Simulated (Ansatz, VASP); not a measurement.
# Two plane-wave programs on PbSe

```
CELL_PARAMETERS angstrom
0.00000 2.96515 2.96515
2.96515 0.00000 2.96515
2.96515 2.96515 0.00000
ATOMIC_POSITIONS crystal
Pb 0.00000 0.00000 0.00000
Se 0.50000 0.50000 0.50000
```

Change from the starting cell: hydrostatic strain -4.0%.

Alike in both runs: task single point; functional r2SCAN; k mesh 8 × 8 × 8; occupations fermi-dirac, width 0.02 eV; no spin polarisation.

```csv
,VASP,Ansatz
version,VASP 6.6.1,Ansatz 0.2.0
potentials or method,"VASP PAW PBE potentials, release 64 (Pb_d, Se)","plane waves, PAW"
plane-wave cutoff (eV),520,500
valence electrons in the cell,20,30
```

|  | VASP | Ansatz | Ansatz less VASP |
| --- | --- | --- | --- |
| pressure (GPa) | 8.3 | 8.3 | -0.04 |

VASP's potentials were made for PBE, not for r2SCAN. VASP's potentials hold 20 valence electrons a cell and Ansatz's 30, so a difference there can come from the potentials and not from the codes.

Neither program's run includes spin-orbit coupling.
